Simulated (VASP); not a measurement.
The system is ScAl5.

```
CELL_PARAMETERS angstrom
2.83388 0.00000 0.00000
0.00000 2.83388 0.00000
0.00000 0.00000 12.02311
ATOMIC_POSITIONS crystal
Sc 0.50000 0.50000 0.50000
Al 0.00000 0.00000 0.00000
Al 0.50000 0.50000 0.16667
Al 0.00000 0.00000 0.33333
Al 0.00000 0.00000 0.66667
Al 0.50000 0.50000 0.83333
```

```yaml
Program: VASP 6.6.1
Task: relaxation of cell and atoms
Functional: PBE
Potentials_or_basis: VASP PAW PBE potentials, release 64 (Sc_sv, Al)
Cutoff: 600 eV
k_mesh: 6 × 6 × 2
Occupations: gaussian, width 0.1 eV
Spin: no spin polarisation
```

At the start: pressure 8.3 GPa; volume 16.09 Å³/atom.

Q: How do energy, volume and symmetry change on relaxing?

A: Over 9 steps the energy falls by 50.5 meV/atom and the volume is 17.41 Å³/atom (+8.2 %); space group P4/mmm (No. 123, to 0.1 Å) before and after.

The path:
```
step  energy change (eV)  largest force (eV/Å)  pressure (GPa)  volume (Å³)
   1              0.0000                0.9510            8.29        96.56
   2             -0.2454                0.3506           -2.22       108.66
   3             -0.2605                0.4518           -0.51       106.06
   4             -0.2790                0.3109           -0.29       105.65
   5             -0.2930                0.1863            0.24       104.82
   6             -0.2930                0.1771            0.20       104.87
   7             -0.2981                0.1332           -0.11       105.17
   8             -0.3011                0.0674           -0.53       105.61
   9             -0.3028                0.0113            0.23       104.49
```

Final structure:
```yaml
crystal:
  lattice:
    - [2.90154, 0.00000, 0.00000]
    - [0.00000, 2.90154, 0.00000]
    - [0.00000, 0.00000, 12.41127]
  atoms:
    - { symbol: Sc, position: [0.50000, 0.50000, 0.50000] }
    - { symbol: Al, position: [0.00000, 0.00000, 0.00000] }
    - { symbol: Al, position: [0.50000, 0.50000, 0.16357] }
    - { symbol: Al, position: [0.00000, 0.00000, 0.32274] }
    - { symbol: Al, position: [0.00000, 0.00000, 0.67726] }
    - { symbol: Al, position: [0.50000, 0.50000, 0.83643] }
```

Caveat: the k points lie up to 0.36 Å⁻¹ apart in the final cell; the highest band is partly filled, so the run has too few bands.
